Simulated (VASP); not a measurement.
# WC (P-6m2) in VASP: further runs, part 2 of 2

VASP 6.6.1.

## Step 4: Relaxation of cell and atoms, PBEsol, target pressure 1 GPa, at which the enthalpy is minimised

This run uses another cell than the first one, of 10.18 Å³/atom.

Contents of INCAR:

```
  ALGO = Normal
  EDIFF = 1E-7
  EDIFFG = -0.008
  ENCUT = 600
  GGA = PS
  IBRION = 2
  ISIF = 3
  ISMEAR = 0
  LASPH = T
  LCHARG = F
  LREAL = F
  LWAVE = F
  NELM = 80
  NSW = 70
  PREC = Accurate
  PSTRESS = 10.0
  SIGMA = 0.1
```

Contents of KPOINTS:

```
k-points
0
Gamma
  18 18 14
```

Contents of POSCAR:

```
WC
1.0
    2.8887342187      0.0000000000      0.0000000000
   -1.4443671093      2.5017172182      0.0000000000
    0.0000000000      0.0000000000      2.8182500558
W C
1 1
Direct
    0.0000000000      0.0000000000      0.0000000000
    0.6666666667      0.3333333333      0.5000000000
```

Potentials or basis: VASP PAW PBE potentials, release 64 (W_sv, C).

Run with:

```bash
$ cat potpaw_PBE.64/W_sv/POTCAR potpaw_PBE.64/C/POTCAR > POTCAR
$ mpirun -np 1 vasp_std > vasp.out
```

OUTCAR:

```text
EDIFF = 1E-7
   EDIFFG = -0.008
   ENCUT = 600
   GGA = PS
   IBRION = 2
   ISIF = 3
   ISMEAR = 0
   LASPH = T
   LREAL = F
   NELM = 80
   NSW = 70
   PREC = Accurate
   PSTRESS = 10.0

 ion  position               nearest neighbor table
   1  0.000  0.000  0.000-   2 2.18   2 2.18   2 2.18   2 2.18   2 2.18   2 2.18
   2  0.667  0.333  0.500-   1 2.18   1 2.18   1 2.18   1 2.18   1 2.18   1 2.18

  LATTYP: Found a hexagonal cell.
 ALAT       =     2.8887342187
 C/A-ratio  =     0.9756003296

  Lattice vectors:

 A1 = (   2.8887342187,   0.0000000000,   0.0000000000)
 A2 = (  -1.4443671093,   2.5017172182,   0.0000000000)
 A3 = (   0.0000000000,   0.0000000000,   2.8182500558)

Analysis of symmetry for initial positions (statically):
=====================================================================
 Subroutine PRICEL returns:
 Original cell was already a primitive cell.

 Routine SETGRP: Setting up the symmetry group for a
 hexagonal supercell.

 Subroutine GETGRP returns: Found 12 space group operations
[... 174 lines left out ...]
  -------------------------------------------------------------------------------------
  Total        0.6521129      0.6521129      0.7843780      0.0000000      0.0000000     -0.0000000
  in kB       51.2988986     51.2988986     61.7036240      0.0000000      0.0000000     -0.0000000
  external PRESSURE =      44.7671404 kB  Pullay stress =      10.0000000 kB
[... 177 lines left out ...]
--------------------------------------- Ionic step        6  -------------------------------------------

 number of electron      18.0000001 magnetization

 Free energy of the ion-electron system (eV)
  ---------------------------------------------------
  ext. energy  EPLUGINS =         0.00000000
  ---------------------------------------------------
  free energy    TOTEN  =       -23.90124915 eV

  energy without entropy =      -23.89998740  energy(sigma->0) =      -23.90061827

 E-fermi :  11.0477     XC(G=0): -13.9739

 val. band max:       11.0068508122   @ k =   0.0556  -0.0000   0.2143
 cond. band min:      11.0681883013   @ k =   0.4444  -0.0000   0.5000
 fundamental gap:      0.0613374891
 Fermi energy:        11.0477384400

 k-point     1 :       0.0000    0.0000    0.0000
  band No.  band energies     occupation
      1     -62.8670      2.00000
      2     -26.8532      2.00000
      3     -26.7475      2.00000
      4     -26.7475      2.00000
      5      -3.4409      2.00000
      6       6.6726      2.00000
      7       7.6865      2.00000
      8       7.6865      2.00000
      9      11.1690      0.08644
     10      14.3156      0.00000
     11      14.3156      0.00000
     12      16.7516      0.00000
     13      16.7516      0.00000
[... 354 lines left out ...]
  band No.  band energies     occupation
      1     -62.8059      2.00000
      2     -27.5391      2.00000
      3     -27.0024      2.00000
      4     -26.7371      2.00000
      5      -0.0036      2.00000
      6       4.1322      2.00000
      7       7.3928      2.00000
      8       7.5061      2.00000
      9      10.5704      2.00000
     10      12.8792      0.00000
     11      14.6569      0.00000
     12      15.9302      0.00000
     13      18.6583      0.00000

 [... further k-points ...]
[... 5 lines left out ...]
  --------------------------------------------------------------------------------------
  -------------------------------------------------------------------------------------
  Total        0.1326944      0.1326944      0.1346469      0.0000000     -0.0000000      0.0000000
  in kB       10.3301472     10.3301472     10.4821435      0.0000000     -0.0000000      0.0000000
  external PRESSURE =       0.3808126 kB  Pullay stress =      10.0000000 kB
[... 21 lines left out ...]
  energy  without entropy=      -23.8999873971  energy(sigma->0) =      -23.90061827

  enthalpy is  TOTEN    =       -23.7727955919 eV   P V=        0.1284535591

 reached required accuracy - stopping structural energy minimisation
```

CONTCAR:

```text
WC
   1.00000000000000
     2.8983720907518720    0.0000000000003168   -0.0000000000000000
    -1.4491860453254948    2.5100638602355363    0.0000000000000000
    -0.0000000000000000   -0.0000000000000000    2.8289014240424066
  W               C
     1     1
Direct
     0.0000000000000000    0.0000000000000000    0.0000000000000000
     0.6666666667000030    0.3333333332999970    0.5000000000000000

  0.00000000E+00  0.00000000E+00  0.00000000E+00
  0.00000000E+00  0.00000000E+00  0.00000000E+00
```

It took 1.7 min on 1 thread of AMD EPYC 9R45 (Zen 5), shared host; peak memory 0.2 GiB.

Results:

| Item | Value |
| --- | --- |
| Free energy | -23.9012 eV |
| Relaxed volume | 10.29 Å³/atom |
| Relaxed cell | a = 2.898 Å, b = 2.898 Å, c = 2.829 Å, α = 90.00°, β = 90.00°, γ = 120.00° |
| Space group after relaxing (to 0.1 Å) | P-6m2 (No. 187) |
| Energy change on relaxing (the run minimises the enthalpy) | -2.2 meV/atom |
| Ionic steps | 6 |
| Pressure after relaxing | 1.0 GPa |
| Band gap on the k mesh | zero (bands 9 and 10 overlap by 1.24 eV) |

Step by step:
| step | energy change (eV) | largest force (eV/Å) | pressure (GPa) | volume (Å³) |
| --- | --- | --- | --- | --- |
| 1 | 0.0000 | 0.0000 | 5.48 | 20.37 |
| 2 | 0.0164 | 0.0000 | -10.91 | 21.22 |
| 3 | -0.0043 | 0.0000 | 0.95 | 20.58 |
| 4 | -0.0043 | 0.0000 | 1.04 | 20.58 |
| 5 | -0.0043 | 0.0000 | 1.02 | 20.58 |
| 6 | -0.0043 | 0.0000 | 1.04 | 20.58 |

Final structure:
```
CELL_PARAMETERS angstrom
2.89837 0.00000 0.00000
-1.44919 2.51006 0.00000
0.00000 0.00000 2.82890
ATOMIC_POSITIONS crystal
W 0.00000 0.00000 0.00000
C 0.66667 0.33333 0.50000
```

Levels at points of the mesh, in eV from the Fermi level:
| k point | band 7 | band 8 | band 9 | band 10 | band 11 | band 12 |
| --- | --- | --- | --- | --- | --- | --- |
| (0.00, 0.00, 0.00) | -3.36 | -3.36 | 0.12 | 3.27 | 3.27 | 5.70 |
| (0.50, 0.00, 0.00) | -3.65 | -3.63 | -0.44 | 2.36 | 4.59 | 4.97 |
| (0.00, 0.00, 0.50) | -2.02 | -2.02 | -0.60 | -0.60 | 3.73 | 4.56 |
| (0.50, 0.00, 0.50) | -4.36 | -4.20 | 0.31 | 4.50 | 5.39 | 6.74 |

Caveat: the cell is relaxed towards a set pressure, so the run minimises the enthalpy, not the energy; the PAW data sets were made with another functional, which shifts forces and pressure a little; spin-orbit coupling is left out, which moves the levels of the heavy elements.

## Step 5: Relaxation of cell and atoms, PBEsol, target pressure 4 GPa, at which the enthalpy is minimised

This run uses another cell than the first one, of 10.19 Å³/atom.

Contents of INCAR:

```
  ALGO = Normal
  EDIFF = 1E-6
  EDIFFG = -0.008
  ENCUT = 600
  GGA = PS
  IBRION = 2
  ISIF = 3
  ISMEAR = 0
  LASPH = True
  LCHARG = False
  LREAL = False
  LWAVE = False
  NELM = 100
  NSW = 70
  PREC = Accurate
  PSTRESS = 40.0
  SIGMA = 0.1
```

KPOINTS is that of step 4.

Contents of POSCAR:

```
WC
1.0
    2.8888004054      0.0000000000      0.0000000000
   -1.4444002027      2.5017745376      0.0000000000
    0.0000000000      0.0000000000      2.8190320607
W C
1 1
Direct
    0.0000000000      0.0000000000      0.0000000000
    0.6666666667      0.3333333333      0.5000000000
```

Run with:

```bash
$ cat potpaw_PBE.64/W_sv/POTCAR potpaw_PBE.64/C/POTCAR > POTCAR
$ mpirun -np 1 vasp_std > vasp.out
```

Run time: 60 s. Hardware: 1 thread of AMD EPYC 9R45 (Zen 5), shared host; peak memory 0.2 GiB.

The run converged. Its results:

```yaml
Free_energy: -23.8990 eV
Relaxed_volume: 10.22 Å³/atom
Relaxed_cell: a = 2.891 Å, b = 2.891 Å, c = 2.823 Å, α = 90.00°, β = 90.00°, γ = 120.00°
Space_group_after_relaxing_to_0.1_Å: P-6m2 (No. 187)
Energy_change_on_relaxing_the_run_minimises_the_enthalpy: -0.9 meV/atom
Ionic_steps: 3
Pressure_after_relaxing: 4.0 GPa
Band_gap_on_the_k_mesh: zero (bands 9 and 10 overlap by 1.25 eV)
```

Stress tensor (GPa, compression positive):
```
3.94 0.00 0.00
0.00 3.94 0.00
0.00 0.00 4.08
```

The path:
```tsv
step	energy change (eV)	largest force (eV/Å)	pressure (GPa)	volume (Å³)
1	0.0000	0.0000	5.33	20.37
2	-0.0041	0.0000	0.05	20.62
3	-0.0019	0.0000	3.98	20.44
```

Final structure:
```
CELL_PARAMETERS angstrom
2.89117 0.00000 0.00000
-1.44558 2.50382 0.00000
0.00000 0.00000 2.82311
ATOMIC_POSITIONS crystal
W 0.00000 0.00000 0.00000
C 0.66667 0.33333 0.50000
```

Levels at points of the mesh, in eV from the Fermi level:
| k point | band 6 | band 7 | band 8 | band 9 | band 10 | band 11 | band 12 | band 13 |
| --- | --- | --- | --- | --- | --- | --- | --- | --- |
| (0.00, 0.00, 0.00) | -4.42 | -3.39 | -3.39 | 0.12 | 3.30 | 3.30 | 5.74 | 5.74 |
| (0.50, 0.00, 0.00) | -7.11 | -3.69 | -3.66 | -0.44 | 2.38 | 4.63 | 5.02 | 6.96 |
| (0.00, 0.00, 0.50) | -8.77 | -2.04 | -2.04 | -0.62 | -0.62 | 3.75 | 4.57 | 4.57 |
| (0.50, 0.00, 0.50) | -6.56 | -4.39 | -4.21 | 0.32 | 4.54 | 5.44 | 6.81 | 9.38 |

Caveat: the cell is relaxed towards a set pressure, so the run minimises the enthalpy, not the energy; the PAW data sets were made with another functional, which shifts forces and pressure a little; spin-orbit coupling is left out, which moves the levels of the heavy elements.

## Step 6: Overview

```csv
cell,k mesh,gap on the mesh (eV),pressure (GPa)
"relaxed to 90 GPa from a = 2.738, b = 2.738, c = 2.693 Å, angles 90.0, 90.0, 120.0°, 2 atoms",18 × 18 × 16,none,90.0
"relaxed to 12 GPa from a = 2.871, b = 2.871, c = 2.803 Å, angles 90.0, 90.0, 120.0°, 2 atoms",18 × 18 × 14,none,12.0
"relaxed to 1 GPa from a = 2.889, b = 2.889, c = 2.818 Å, angles 90.0, 90.0, 120.0°, 2 atoms",18 × 18 × 14,none,1.0
"relaxed to 4 GPa from a = 2.889, b = 2.889, c = 2.819 Å, angles 90.0, 90.0, 120.0°, 2 atoms",18 × 18 × 14,none,4.0
```

Alike in all rows: task relaxation of cell and atoms; level PBEsol; potentials or basis VASP PAW PBE potentials, release 64 (W_sv, C); no spin polarisation; cutoff (eV) 600; smearing gaussian 0.1 eV.

Caveats: the cell is relaxed towards a set pressure, so the run minimises the enthalpy, not the energy; the PAW data sets were made with another functional, which shifts forces and pressure a little; spin-orbit coupling is left out, which moves the levels of the heavy elements.

Total energies depend on the potentials used, so only differences within one code and one set of settings carry meaning.

The gap in the log of VASP goes by the Fermi energy; the results here count the filled bands.